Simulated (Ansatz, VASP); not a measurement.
## AlGa3N4: VASP beside Ansatz

```
Al Ga N
1.0
     0.00000   -4.46534    0.00000
     0.00000    0.00000   -4.46534
     8.93069   -1.48830    1.48830
Al Ga N
2 6 8
Direct
  0.72874 0.27126 0.81385
  0.89539 0.10461 0.31385
  0.47872 0.02128 0.06385
  0.31207 0.18793 0.56385
  0.97872 0.52128 0.06385
  0.81207 0.68793 0.56385
  0.22874 0.77126 0.81385
  0.39539 0.60461 0.31385
  0.18081 0.81919 0.19153
  0.01416 0.98584 0.69153
  0.69152 0.30848 0.19153
  0.52487 0.47513 0.69153
  0.93262 0.55668 0.93617
  0.09927 0.39003 0.43617
  0.44332 0.06738 0.93617
  0.60997 0.90073 0.43617
```

Alike in both runs: task single point; functional r2SCAN; k mesh 5 × 5 × 3; occupations gaussian, width 0.05 eV; no spin polarisation.

|  | VASP | Ansatz |
| --- | --- | --- |
| version | VASP 6.6.1 | Ansatz 0.2.0 |
| potentials or method | VASP PAW PBE potentials, release 64 (Al, Ga_d, N), cutoff 520 eV | scalar-relativistic, plane waves, PAW |
| valence electrons in the cell | 124 | 124 |

```tsv
	VASP	Ansatz	Ansatz less VASP
gap on the k mesh at the Fermi level (eV)	2.53	2.51	-0.015
least direct gap on the mesh (eV)	2.53	2.51	-0.015
rms of the force components (eV/Å)	16.968	16.376	-0.5921
```

VASP's potentials were made for PBE, not for r2SCAN. Atom by atom the forces differ by 0.594 eV/Å (rms over components). With one functional, cell and mesh, what is left measures potentials, basis and numerics.
